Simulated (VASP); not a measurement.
# Ge2Sb2Te5 (P-3m1) in VASP: single point with LDA

Aim: the single point of Ge2Sb2Te5 with LDA.

All numbers are computed with VASP 6.6.1; they aren't measurements. Logs are shortened: lines on timing, memory, paths and dates and some standing lists are left out, and cuts for length are marked.

## (1) The cell of the first run

Symmetry: P-3m1, No. 164, trigonal system. The conventional cell has a = 4.196 Å, b = 4.196 Å, c = 16.675 Å, α = 90.00°, β = 90.00°, γ = 120.00°. Within 3.9 Å of Te (site symmetry -3m) lie 6 Ge at 2.95 Å. Te (site symmetry 3m) has 3 Ge at 2.93 Å and 3 Sb at 3.13 Å within 3.9 Å. Within 3.9 Å of Te (site symmetry 3m) lie 3 Sb at 2.97 Å and 3 Te at 3.57 Å. Ge (site symmetry 3m) has 6 Te at 2.93 to 2.95 Å within 3.9 Å. Sb (site symmetry 3m) has 6 Te at 2.97 to 3.13 Å within 3.9 Å.

## (2) Single point, LDA

The input, INCAR:

```
PREC     = Accurate       # precision mode
ENCUT    = 520            # plane-wave cutoff, eV
EDIFF    = 1E-6           # SCF threshold, eV
ISMEAR   = 0              # smearing method
SIGMA    = 0.03           # smearing width, eV
LREAL    = False          # projectors in reciprocal space
LASPH    = True           # aspherical terms in the spheres
NELM     = 60             # most SCF steps
ALGO     = Normal         # electronic algorithm
ISIF     = 2              # what is computed and relaxed
LWAVE    = False          # write WAVECAR
LCHARG   = True           # write CHGCAR
GGA      = CA             # functional
LELF     = True           # ELF
LVHAR    = True         
NBANDS   = 44             # bands
```

The input, KPOINTS:

```
Automatic mesh
0
Gamma
  10 10 2
```

The input, POSCAR:

```
Ge2Sb2Te5
1.0
    4.1958986577      0.0000000000      0.0000000000
   -2.0979493289      3.6337548293      0.0000000000
    0.0000000000      0.0000000000     16.6749877478
Te Ge Sb
5 2 2
Direct
    0.0000000000      0.0000000000      0.0000000000
    0.6666666667      0.3333333333      0.1991323343
    0.3333333333      0.6666666667      0.4212213191
    0.6666666667      0.3333333333      0.5787786809
    0.3333333333      0.6666666667      0.8008676657
    0.3333333333      0.6666666667      0.1006735209
    0.6666666667      0.3333333333      0.8993264791
    0.0000000000      0.0000000000      0.3183056123
    0.0000000000      0.0000000000      0.6816943877
```

Potentials or basis: VASP PAW LDA potentials, release 64 (Te, Ge_d, Sb).

Command:

```
cat potpaw_LDA.64/Te/POTCAR potpaw_LDA.64/Ge_d/POTCAR potpaw_LDA.64/Sb/POTCAR > POTCAR
mpirun -np 1 vasp_std > vasp.out
```

OUTCAR:

```text
PREC = Accurate
   ENCUT = 520
   EDIFF = 1E-6
   ISMEAR = 0
   LREAL = False
   LASPH = True
   NELM = 60
   ISIF = 2
   GGA = CA

 ion  position               nearest neighbor table
   1  0.000  0.000  0.000-   6 2.95   7 2.95   7 2.95   6 2.95   7 2.95   6 2.95
   2  0.667  0.333  0.199-   6 2.93   6 2.93   6 2.93   8 3.13   8 3.13   8 3.13
   3  0.333  0.667  0.421-   8 2.97   8 2.97   8 2.97   4 3.57   4 3.57   4 3.57
   4  0.667  0.333  0.579-   9 2.97   9 2.97   9 2.97   3 3.57   3 3.57   3 3.57
   5  0.333  0.667  0.801-   7 2.93   7 2.93   7 2.93   9 3.13   9 3.13   9 3.13
   6  0.333  0.667  0.101-   2 2.93   2 2.93   2 2.93   1 2.95   1 2.95   1 2.95
   7  0.667  0.333  0.899-   5 2.93   5 2.93   5 2.93   1 2.95   1 2.95   1 2.95
   8  0.000  0.000  0.318-   3 2.97   3 2.97   3 2.97   2 3.13   2 3.13   2 3.13
   9  0.000  0.000  0.682-   4 2.97   4 2.97   4 2.97   5 3.13   5 3.13   5 3.13

  LATTYP: Found a hexagonal cell.
 ALAT       =     4.1958986577
 C/A-ratio  =     3.9741159423

  Lattice vectors:

 A1 = (   4.1958986577,   0.0000000000,   0.0000000000)
 A2 = (  -2.0979493289,   3.6337548293,   0.0000000000)
 A3 = (   0.0000000000,   0.0000000000,  16.6749877478)

Analysis of symmetry for initial positions (statically):
=====================================================================
 Subroutine PRICEL returns:
 Original cell was already a primitive cell.

 Routine SETGRP: Setting up the symmetry group for a
 hexagonal supercell.

 Subroutine GETGRP returns: Found 12 space group operations
 (whereof 12 operations were pure point group operations)
 out of a pool of 24 trial point group operations.

The static configuration has the point symmetry D_3d.

Analysis of symmetry for dynamics (positions and initial velocities):
=====================================================================
 Subroutine PRICEL returns:
 Original cell was already a primitive cell.

 Routine SETGRP: Setting up the symmetry group for a
 hexagonal supercell.

 Subroutine GETGRP returns: Found 12 space group operations
 (whereof 12 operations were pure point group operations)
 out of a pool of 24 trial point group operations.

The dynamic configuration has the point symmetry D_3d.

 Subroutine INISYM returns: Found 12 space group operations
 (whereof 12 operations are pure point group operations),
 and found     1 'primitive' translations

----------------------------------------------------------------------------------------

                                     Primitive cell

  volume of cell :     254.2413

  direct lattice vectors                    reciprocal lattice vectors
     4.195898658  0.000000000  0.000000000     0.238327968  0.137598716  0.000000000
    -2.097949329  3.633754829  0.000000000     0.000000000  0.275197433  0.000000000
     0.000000000  0.000000000 16.674987748     0.000000000  0.000000000  0.059970059

  length of vectors
     4.195898658  4.195898658 16.674987748     0.275197433  0.275197433  0.059970059

  position of ions in fractional coordinates (direct lattice)
     0.000000000  0.000000000  0.000000000
     0.666666667  0.333333333  0.199132334
     0.333333333  0.666666667  0.421221319
     0.666666667  0.333333333  0.578778681
     0.333333333  0.666666667  0.800867666
     0.333333333  0.666666667  0.100673521
     0.666666667  0.333333333  0.899326479
     0.000000000  0.000000000  0.318305612
     0.000000000  0.000000000  0.681694388

  ion indices of the primitive-cell ions
   primitive index   ion index
                 1           1
                 2           2
                 3           3
                 4           4
                 5           5
                 6           6
                 7           7
                 8           8
                 9           9

----------------------------------------------------------------------------------------

 KPOINTS: Automatic mesh

Automatic generation of k-mesh.
 Grid dimensions read from file:
 generate k-points for:   10   10    2

 Generating k-lattice:

  Cartesian coordinates                     Fractional coordinates (reciprocal lattice)
     0.023832797  0.013759872  0.000000000     0.100000000  0.000000000  0.000000000
     0.000000000  0.027519743  0.000000000     0.000000000  0.100000000  0.000000000
     0.000000000  0.000000000  0.029985030     0.000000000  0.000000000  0.500000000

  Length of vectors
     0.027519743  0.027519743  0.029985030

  Shift w.r.t. Gamma in fractional coordinates (k-lattice)
     0.000000000  0.000000000  0.000000000

 Subroutine IBZKPT returns following result:
 ===========================================

 Found     28 irreducible k-points:

 Following reciprocal coordinates:
            Coordinates               Weight
  0.000000  0.000000  0.000000      1.000000
  0.100000 -0.000000  0.000000      6.000000
  0.200000 -0.000000  0.000000      6.000000
  0.300000  0.000000  0.000000      6.000000
  0.400000 -0.000000  0.000000      6.000000
  0.500000 -0.000000  0.000000      3.000000
[... 16 lines left out ...]
  0.300000  0.100000  0.500000     12.000000
  0.400000  0.100000  0.500000     12.000000
 [... further k-points ...]
   k-points           NKPTS =     28   k-points in BZ     NKDIM =     28   number of bands    NBANDS=     44
   number of dos      NEDOS =    301   number of ions     NIONS =      9
   total plane-waves  NPLWV = 129024
   dimension x,y,z NGX =    32 NGY =   32 NGZ =  126
   dimension x,y,z NGXF=    64 NGYF=   64 NGZF=  252
   ions per type =               5   2   2
   NGX,Y,Z   is equivalent  to a cutoff of  12.68, 12.68, 12.56 a.u.
   NGXF,Y,Z  is equivalent  to a cutoff of  25.36, 25.36, 25.12 a.u.
 SYSTEM =  unknown system
   PREC   = accura    normal or accurate (medium, high low for compatibility)
   ISTART =      0    job   : 0-new  1-cont  2-samecut
   ICHARG =      2    charge: 1-file 2-atom 10-const
   ISPIN  =      1    spin polarized calculation?
   LNONCOLLINEAR =      F non collinear calculations
   LSORBIT =      F    spin-orbit coupling
   LASPH  =      T    aspherical Exc in radial PAW
   ENCUT  =  520.0 eV  38.22 Ry    6.18 a.u.   7.80  7.80 31.00*2*pi/ulx,y,z
   NELM   =     60;   NELMIN=  2; NELMDL= -5     # of ELM steps
   EDIFF  = 0.1E-05   stopping-criterion for ELM
   LREAL  =      F    real-space projection
   EDIFFG = 0.1E-04   stopping-criterion for IOM
   NSW    =      0    number of steps for IOM
   IBRION =     -1    ionic relax: 0-MD 1-quasi-New 2-CG
   NFREE  =      0    steps in history (QN), initial steepest desc. (CG)
   ISIF   =      2    stress and relaxation
   ISYM   =      2    0-nonsym 1-usesym 2-fastsym
   POTIM  = 0.5000    time-step for ionic-motion
   TEBEG  =    0.0;   TEEND  =   0.0 temperature during run
   PSTRESS=    0.0 pullay stress
   NELECT =      68.0000    total number of electrons
   NUPDOWN=      -1.0000    fix difference up-down
   EMIN   =  10.00;   EMAX   =-10.00  energy-range for DOS
   EFERMI =   0.00;   METHOD = LEGACY
   ISMEAR =     0;   SIGMA  =   0.03  broadening in eV -4-tet -1-fermi 0-gaus
   EFERMI_NEDOS =   21; number of points for ismear=-14 and -15
   IALGO  =     38    algorithm
   IMIX   =      4    mixing-type and parameters
     AMIX     =   0.40;   BMIX     =  1.00
     AMIX_MAG =   1.60;   BMIX_MAG =  1.00
  volume/ion in A,a.u.               =      28.25       190.63
  Fermi-wavevector in a.u.,A,eV,Ry     =   1.054781  1.993248 15.137347  1.112564
  Thomas-Fermi vector in A             =   2.189955
   LORBIT       =      0    0 simple, 1 ext, 2 COOP (PROOUT), +10 PAW based schemes
   GGA     = CA    functional components
   LHFCALC =     F    Hartree Fock is set to
   AEXX    =    0.0000 exact exchange contribution
   IVDW    =     0    specifies the selected vdW correction
   LEPSILON=     F    determine dielectric tensor
   LRPA    =     F    only Hartree local field effects (RPA)
 non-spin polarized calculation
 Gauss-broadening in eV      SIGMA  =   0.03
  energy-cutoff  :      520.00
  volume of cell :      254.24
 maximum number of plane-waves:      6878
 NGX is ok and might be reduce to    32
   NGX = 15   NGY = 15   NGZ = 63

 number of electron      68.0000002 magnetization

 Free energy of the ion-electron system (eV)
  ---------------------------------------------------
  ext. energy  EPLUGINS =         0.00000000
  ---------------------------------------------------
  free energy    TOTEN  =       -39.96284667 eV

  energy without entropy =      -39.96266854  energy(sigma->0) =      -39.96275761

 E-fermi :   7.0799     XC(G=0):  -9.9647

 val. band max:        7.0697565862   @ k =   0.0000   0.0000   0.0000
 cond. band min:       7.1010897406   @ k =   0.0000   0.0000   0.0000
 fundamental gap:      0.0313331544
 Fermi energy:         7.0798601113

 k-point     1 :       0.0000    0.0000    0.0000
  band No.  band energies     occupation
      1     -18.0922      2.00000
      2     -18.0922      2.00000
      3     -18.0911      2.00000
      4     -18.0911      2.00000
      5     -18.0832      2.00000
      6     -18.0830      2.00000
[... 36 lines left out ...]
     43       8.6337      0.00000
     44       9.7080      0.00000

 k-point     2 :       0.1000   -0.0000    0.0000
  band No.  band energies     occupation
      1     -18.0926      2.00000
      2     -18.0921      2.00000
      3     -18.0913      2.00000
      4     -18.0910      2.00000
      5     -18.0831      2.00000
      6     -18.0830      2.00000
[... 36 lines left out ...]
     43       8.9877      0.00000
     44       9.8647      0.00000

 k-point     3 :       0.2000   -0.0000    0.0000
  band No.  band energies     occupation
      1     -18.0936      2.00000
      2     -18.0919      2.00000
      3     -18.0919      2.00000
      4     -18.0906      2.00000
      5     -18.0833      2.00000
      6     -18.0826      2.00000
[... 976 lines left out ...]
     43      10.1459      0.00000
     44      10.7024      0.00000

 k-point    24 :       0.4000    0.1000    0.5000
  band No.  band energies     occupation
      1     -18.0958      2.00000
      2     -18.0935      2.00000
      3     -18.0919      2.00000
      4     -18.0900      2.00000
      5     -18.0837      2.00000
      6     -18.0822      2.00000
[... 36 lines left out ...]
     43      10.4638      0.00000
     44      10.6890      0.00000

 [... further k-points ...]

------------------------ aborting loop because EDIFF is reached ----------------------------------------

  FORCE on cell =-STRESS in cart. coord.  units (eV):
  Direction    XX          YY          ZZ          XY          YZ          ZX
  --------------------------------------------------------------------------------------
  -------------------------------------------------------------------------------------
  Total        0.2457423      0.2457423      0.2533142     -0.0000000      0.0000000      0.0000000
  in kB        1.5486185      1.5486185      1.5963347     -0.0000000      0.0000000      0.0000000
  external PRESSURE =       1.5645239 kB  Pullay stress =       0.0000000 kB

 VOLUME and BASIS-vectors are now :
 -----------------------------------------------------------------------------
  energy-cutoff  :      520.00
  volume of cell :      254.24
      direct lattice vectors                 reciprocal lattice vectors
     4.195898658  0.000000000  0.000000000     0.238327968  0.137598716  0.000000000
    -2.097949329  3.633754829  0.000000000     0.000000000  0.275197433  0.000000000
     0.000000000  0.000000000 16.674987748     0.000000000  0.000000000  0.059970059

 POSITION                                       TOTAL-FORCE (eV/Angst)
 -----------------------------------------------------------------------------------
      0.00000      0.00000      0.00000        -0.000000      0.000000      0.000000
      2.09795      1.21125      3.32053        -0.000000      0.000000      0.000433
     -0.00000      2.42250      7.02386        -0.000000      0.000000      0.055863
      2.09795      1.21125      9.65113         0.000000     -0.000000     -0.055863
     -0.00000      2.42250     13.35446         0.000000     -0.000000     -0.000433
     -0.00000      2.42250      1.67873         0.000000      0.000000     -0.002511
      2.09795      1.21125     14.99626        -0.000000     -0.000000      0.002511
      0.00000      0.00000      5.30774        -0.000000      0.000000     -0.040807
      0.00000      0.00000     11.36725        -0.000000     -0.000000      0.040807
 -----------------------------------------------------------------------------------
    total drift:                               -0.000000      0.000000      0.000000

  FREE ENERGIE OF THE ION-ELECTRON SYSTEM (eV)
  ---------------------------------------------------
  free  energy   TOTEN  =       -39.9628466741 eV

  energy  without entropy=      -39.9626685402  energy(sigma->0) =      -39.96275761
```

It took 15 min on 1 thread of Intel Xeon 8259CL, shared host; peak memory 0.46 GiB.

Results:

```yaml
Free_energy: -39.9628 eV
Pressure: 0.2 GPa
Largest_force: 0.056 eV/Å
Band_gap_on_the_k_mesh: 0.03 eV, direct
```

Forces on the atoms (eV/Å):
```
Te   0.000  0.000  0.000
Te   0.000  0.000  0.000
Te   0.000  0.000  0.056
Te   0.000  0.000 -0.056
Te   0.000  0.000  0.000
Ge   0.000  0.000 -0.003
Ge   0.000  0.000  0.003
Sb   0.000  0.000 -0.041
Sb   0.000  0.000  0.041
```

Levels at points of the mesh, in eV from the valence-band top:
| k point | band 32 | band 33 | band 34 | band 35 | band 36 | band 37 |
| --- | --- | --- | --- | --- | --- | --- |
| (0.00, 0.00, 0.00) | -1.19 | -0.90 | 0.00 | 0.03 | 0.03 | 0.16 |
| (0.50, 0.00, 0.00) | -1.84 | -1.49 | -0.93 | 0.19 | 0.86 | 0.86 |
| (0.00, 0.00, 0.50) | -1.49 | -0.77 | -0.20 | 0.27 | 0.27 | 0.40 |
| (0.50, 0.00, 0.50) | -2.11 | -1.52 | -0.64 | 0.16 | 0.31 | 1.46 |

Caveat: spin-orbit coupling is left out, which moves the levels of the heavy elements.
